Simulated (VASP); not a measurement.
BaTiO3 (Barioperovskite): single point with PBEsol+U

BaTiO3 (Barioperovskite):

```
Ba Ti O
1.0
     3.98550    0.00000    0.00000
     0.00000    2.83690    2.84515
     0.00000   -2.83690    2.84515
Ba Ti O
1 1 3
Direct
  0.00000 0.00000 0.00000
  0.50000 0.51240 0.51240
  0.00000 0.48740 0.48740
  0.50000 0.50524 0.99184
  0.50000 0.99184 0.50524
```

```
Program                : VASP 6.6.1
Task                   : single point
Functional             : PBEsol
Potentials or basis    : VASP PAW PBE potentials, release 64 (Ba_sv, Ti_sv, O)
Cutoff                 : 520 eV
k mesh                 : 3 × 3 × 3
Occupations            : gaussian, width 0.01 eV
Spin                   : no spin polarisation
Hubbard terms          : Ti d U = 3.0 eV
Dipole correction      : no
Further INCAR settings : ALGO = Normal; EDIFF = 1e-06; NBANDS = 28
```

| Quantity | Value |
| --- | --- |
| Pressure | 0.6 GPa |
| Largest force | 0.218 eV/Å |
| Band gap on the k mesh | 2.32 eV, direct |

Forces on the atoms (eV/Å):
```
Ba   0.000  0.000  0.175
Ti   0.000  0.000  0.032
O    0.000  0.000  0.106
O    0.000 -0.152 -0.156
O    0.000  0.152 -0.156
```

Stress tensor (GPa, compression positive):
```
0.51 0.00 0.00
0.00 0.94 0.00
0.00 0.00 0.24
```

Levels at points of the mesh, in eV from the valence-band top:
| k point | band 17 | band 18 | band 19 | band 20 | band 21 | band 22 | band 23 | band 24 |
| --- | --- | --- | --- | --- | --- | --- | --- | --- |
| (0.00, 0.00, 0.00) | -0.89 | -0.13 | -0.04 | 0.00 | 2.32 | 2.37 | 2.51 | 4.25 |

Eigenvalues of the final occupation matrices:
```
    site  spin  trace               eigenvalues
site 2 d     1   0.82  0.11 0.11 0.12 0.24 0.24
site 2 d     2   0.82  0.11 0.11 0.12 0.24 0.24
```

It used 17 s of CPU time on 1 thread of Intel Xeon 6975P-C, with other jobs on the host.

Caveat: the k points lie up to 0.53 Å⁻¹ apart; the PAW data sets were made with another functional, which shifts forces and pressure a little; spin-orbit coupling is left out, which moves the levels of the heavy elements. A k mesh can miss the band edges.
